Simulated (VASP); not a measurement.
Set up this calculation in VASP 6.6.1, as the native input.

| Item | Value |
| --- | --- |
| Task | relaxation of cell and atoms |
| Functional | PBE |
| Potentials or basis | VASP PAW PBE potentials, release 64 (Mg, Te) |
| Cutoff | 600 eV |
| k mesh | 3 × 3 × 3 |
| Occupations | gaussian, width 0.2 eV |
| Spin | no spin polarisation |
| Dipole correction | no |
| Further INCAR settings | ALGO = Normal; EDIFF = 1e-06; IBRION = 2; EDIFFG = -0.08; NSW = 36; ISIF = 3 |

The structure of Mg5Te2 lies in POSCAR:

```
Mg5Te2
1.0
    5.1244908300      0.0000000000      0.0000000000
    0.0000000000      5.1244908300      0.0000000000
    0.0000000000      0.0000000000      6.1068856900
Mg Te
5 2
Direct
    0.7372762300      0.7372762300      0.0000000000
    0.2627237700      0.2627237700      0.0000000000
    0.2627237700      0.7372762300      0.0000000000
    0.7372762300      0.2627237700      0.0000000000
    0.5000000000      0.5000000000      0.5000000000
    0.5000000000      0.0000000000      0.5000000000
    0.0000000000      0.5000000000      0.5000000000
```

The input as run:

INCAR

```
SYSTEM = Mg5Te2
PREC     = Accurate       ! precision mode
ENCUT    = 600            ! plane-wave cutoff, eV
EDIFF    = 1E-6           ! SCF threshold, eV
ISMEAR   = 0              ! smearing method
SIGMA    = 0.2            ! smearing width, eV
LREAL    = .False.        ! projectors in reciprocal space
LASPH    = .True.         ! aspherical terms in the spheres
NELM     = 100            ! most SCF steps
ALGO     = Normal         ! electronic algorithm
ISIF     = 3              ! what is computed and relaxed
LWAVE    = .False.        ! write WAVECAR
LCHARG   = .False.        ! write CHGCAR
GGA      = PE             ! functional
IBRION   = 2              ! ionic algorithm
NSW      = 36             ! ionic steps
EDIFFG   = -0.08          ! ionic threshold
```

KPOINTS

```
Automatic mesh
0
Gamma
  3 3 3
  0 0 0
```

Potentials or basis: VASP PAW PBE potentials, release 64 (Mg, Te).

Run with:

```bash
$ cat potpaw_PBE.64/Mg/POTCAR potpaw_PBE.64/Te/POTCAR > POTCAR
$ mpirun -np 1 vasp_std > vasp.out
```

It gave:

```
Relaxed volume                         : 25.67 Å³/atom
Relaxed cell                           : a = 6.217 Å, b = 6.217 Å, c = 4.648 Å, α = 90.00°, β = 90.00°, γ = 90.00°
Space group after relaxing (to 0.05 Å) : P4/mmm (No. 123)
Energy gained by relaxing              : 699.3 meV/atom
Ionic steps                            : 8
Pressure after relaxing                : 0.2 GPa
Largest force after relaxing           : 0.048 eV/Å
Band gap on the k mesh                 : zero (band 11 reaches 4.87 eV, above the bottom of band 12 at 3.52 eV)
```

Caveat: the k points lie up to 0.45 Å⁻¹ apart in the final cell; spin-orbit coupling is left out, which moves the levels of the heavy elements; the relaxation stopped at a loose force limit of 0.08 eV/Å, so its end isn't a converged minimum.

Wall time 83 s on 1 thread of Intel(R) Xeon(R) 6975P-C (Granite Rapids) (shared host), peak memory 0.29 GiB.
